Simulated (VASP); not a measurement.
A run of VASP 6.6.1 is set up as follows.

The input INCAR:

```
SYSTEM = Mo
PREC = Accurate
ENCUT = 500
EDIFF = 1E-7
ISMEAR = 1
SIGMA = 0.1
LREAL = .FALSE.
LASPH = .TRUE.
NELM = 120
ALGO = Normal
ISIF = 3
LWAVE = .FALSE.
LCHARG = .FALSE.
IBRION = 2
NSW = 80
EDIFFG = -0.03
PSTRESS = 150.0
GGA_COMPAT = .FALSE.
NELMIN = 4
```

File KPOINTS:

```
regular mesh
0
G
  10 10 10
  0 0 0
```

The input POSCAR:

```
Mo
1.0
    0.0000000000      1.9800000000      1.9800000000
    1.9800000000      0.0000000000      1.9800000000
    1.9800000000      1.9800000000      0.0000000000
Mo
1
Direct
    0.0000000000      0.0000000000      0.0000000000
```

Potentials or basis: VASP PAW LDA potentials, release 64 (Mo_sv).

The run is started by

```console
$ cat potpaw_LDA.64/Mo_sv/POTCAR > POTCAR
$ mpirun -np 1 vasp_std > vasp.out
```

What does it give for the band gap on the k mesh?

Zero (bands 7 and 8 overlap by 5.43 eV).

Predict the relaxed volume.

14.53 Å³/atom.

Estimate the relaxed cell.

a = 2.739 Å, b = 2.739 Å, c = 2.739 Å, α = 60.00°, β = 60.00°, γ = 60.00°.

Step by step:
```csv
step,energy change (eV),largest force (eV/Å),pressure (GPa),volume (Å³)
1,0.0000,0.0000,-4.43,15.52
2,1.1246,0.0000,124.34,11.67
3,0.0206,0.0000,12.77,14.63
4,0.0274,0.0000,14.57,14.55
5,0.0292,0.0000,15.01,14.53
```

Caveat: the cell is relaxed towards a set pressure, so the run minimises the enthalpy, not the energy.
